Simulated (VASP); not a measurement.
The system is SrO.

```
Sr O
1.0
     0.00000    2.47747    2.47747
     2.47747    0.00000    2.47747
     2.47747    2.47747    0.00000
Sr O
1 1
Direct
  0.00000 0.00000 0.00000
  0.50000 0.50000 0.50000
```

This cell differs from its parent crystal: strain -4.0%.

Base run:

* Program: VASP 6.6.1
* Functional: r2SCAN
* Potentials or basis: VASP PAW PBE potentials, release 64 (Sr_sv, O)
* Cutoff: 520 eV
* k mesh: 8 × 8 × 8
* Occupations: gaussian, width 0.01 eV
* Spin: no spin polarisation

Its results: band gap on the k mesh 3.64 eV, direct; pressure 15.9 GPa.

Question: The run is repeated on the same cell with these changes: functional from r2SCAN to HSE06; k mesh from 8 × 8 × 8 to 6 × 6 × 6. What comes out?

Answer: Band gap on the k mesh 4.67 eV, direct; pressure 15.1 GPa.

Several settings changed at once, so the effect can't be laid on one alone.

Caveats: the PAW data sets were made with another functional, which shifts forces and pressure a little.

A k mesh can miss the band edges.
